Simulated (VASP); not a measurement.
BaS: single point with PBE0

BaS:

```
Ba S
1.0
     0.00000    3.21195    3.21195
     3.21195    0.00000    3.21195
     3.21195    3.21195    0.00000
Ba S
1 1
Direct
  0.00000 0.00000 0.00000
  0.50000 0.50000 0.50000
```

```
Program                            : VASP 6.6.1
Task                               : single point
Functional                         : PBE0
Potentials or basis                : VASP PAW PBE potentials, release 64 (Ba_sv, S)
Cutoff                             : 520 eV
k mesh                             : 6 × 6 × 6
Occupations                        : gaussian, width 0.01 eV
Spin                               : no spin polarisation
Dipole correction                  : no
Grid for exact exchange (PRECFOCK) : Normal
Further INCAR settings             : ALGO = Normal; EDIFF = 1e-07; NBANDS = 15
Share of exact exchange            : 0.25
```

```
Pressure               : 0.1 GPa
Band gap on the k mesh : 3.74 eV (least direct gap 3.92 eV)
```

Levels at points of the mesh, in eV from the valence-band top:
| k point | band 6 | band 7 | band 8 | band 9 | band 10 | band 11 |
| --- | --- | --- | --- | --- | --- | --- |
| (0.00, 0.00, 0.00) | 0.00 | 0.00 | 0.00 | 5.17 | 5.64 | 5.64 |
| (0.50, 0.00, 0.00) | -2.09 | -1.15 | -1.15 | 7.29 | 7.38 | 8.24 |
| (0.50, 0.50, 0.00) | -0.64 | -0.17 | -0.17 | 3.74 | 7.79 | 7.81 |

It took 58 min on 1 thread of Intel(R) Xeon(R) Platinum 8375C CPU @ 2.90GHz (Ice Lake), with other jobs on the host, peak memory 0.24 GiB.

Caveat: the PAW data sets were made with another functional, which shifts forces and pressure a little; spin-orbit coupling is left out, which moves the levels of the heavy elements. A k mesh can miss the band edges.
